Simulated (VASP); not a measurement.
Input of a VASP 6.6.1 run:

The input INCAR:

```
SYSTEM = Fe
  PREC = Accurate
  ENCUT = 520
  EDIFF = 1E-7
  ISMEAR = 0
  SIGMA = 0.15
  LREAL = .False.
  LASPH = .True.
  NELM = 150
  ALGO = Fast
  ISIF = 2
  LWAVE = .False.
  LCHARG = .False.
  ISPIN = 2
  MAGMOM = 2.44
  LORBIT = 11
  LMAXMIX = 4
  GGA = PE
  NBANDS = 14
```

KPOINTS

```
regular mesh
0
Gamma
  10 10 10
  0 0 0
```

POSCAR

```
Fe
1.0
   -1.3119987705      1.4157750842      1.3496583878
    1.3119987705     -1.4157750842      1.3496583878
    1.3119987705      1.4157750842     -1.3496583878
Fe
1
Direct
    0.0000000000      0.0000000000      0.0000000000
```

Potentials or basis: VASP PAW PBE potentials, release 64 (Fe).

Run with:

```sh
$ cat potpaw_PBE.64/Fe/POTCAR > POTCAR
$ mpirun -np 1 vasp_std > vasp.out
```

Problem. Predict the net moment.

Solution. 1.99 μB per cell.

Problem. Estimate the pressure.

Solution. 32.5 GPa.

Problem. Estimate the site moments.

Solution. Fe +1.96 μB.

Stress tensor (GPa, compression positive):
```
39.97  0.00  0.00
 0.00 24.88  0.00
 0.00  0.00 32.59
```

Caveat: the cell differs from its parent crystal (normal strain along x -0.0733, normal strain along z -0.0467).
